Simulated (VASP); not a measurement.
BaRe: single point with r2SCAN

BaRe:

```
Ba Re
1.0
     3.75332    0.00000    0.00000
     0.00000    3.75332    0.00000
     0.00000    0.00000    3.75332
Ba Re
1 1
Cartesian
  0.0000 0.0000 0.0000
  1.8767 1.8767 1.8767
```

* Program: VASP 6.6.1
* Task: single point
* Functional: r2SCAN
* Potentials or basis: VASP PAW PBE potentials, release 64 (Ba_sv, Re_sv_GW)
* Cutoff: 610 eV
* k mesh: 10 × 10 × 10
* Occupations: gaussian, width 0.05 eV
* Spin: no spin polarisation

The pressure is -0.3 GPa and the band gap on the k mesh is zero (an odd number of electrons rules out a gap without spin polarisation).

Levels at points of the mesh, in eV from the Fermi level:
```tsv
k point	band 8	band 9	band 10	band 11	band 12	band 13	band 14	band 15	band 16	band 17
(0.00, 0.00, 0.00)	-12.00	-4.44	-2.39	-2.39	-0.01	-0.01	-0.01	4.54	4.54	8.57
(0.50, 0.00, 0.00)	-11.94	-1.44	-1.23	-0.26	0.12	0.12	0.33	1.56	2.23	3.71
(0.50, 0.50, 0.00)	-11.74	-3.54	-1.70	-1.08	-1.08	1.31	1.36	3.75	3.75	5.27
(0.50, 0.50, 0.50)	-12.98	-0.17	-0.17	-0.17	0.05	0.05	0.05	1.43	1.43	2.12
```

Wall time 3.6 min on 1 thread of Intel(R) Xeon(R) Platinum 8259CL CPU @ 2.50GHz (Skylake/Cascade Lake) (shared host), peak memory 0.23 GiB.

Caveat: the PAW data sets were made with another functional, which shifts forces and pressure a little; spin-orbit coupling is left out, which moves the levels of the heavy elements.
